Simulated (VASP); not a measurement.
Crystal: Re.

```
CELL_PARAMETERS angstrom
0.00000 1.93033 1.93033
1.93033 0.00000 1.93033
1.93033 1.93033 0.00000
ATOMIC_POSITIONS crystal
Re 0.00000 0.00000 0.00000
```

Base run:

- Program: VASP 6.6.1
- Functional: LDA
- Potentials or basis: VASP PAW LDA potentials, release 64 (Re_sv_GW)
- Cutoff: 500 eV
- k mesh: 18 × 18 × 18
- Occupations: fermi-dirac, width 0.05 eV
- Spin: no spin polarisation

Its results: pressure -1.2 GPa.

Task: The run is repeated on the same cell with these changes: potentials or basis from VASP PAW LDA potentials, release 64 (Re_sv_GW) to VASP PAW LDA potentials, release 64 (Re); cutoff from 500 eV to 520 eV; further incar settings from ALGO = Normal; EDIFF = 1e-06; NBANDS = 14 to ALGO = Normal; EDIFF = 1e-06; NBANDS = 10; valence electrons from 15 to 7. What comes out?

Result: Pressure 1.4 GPa.
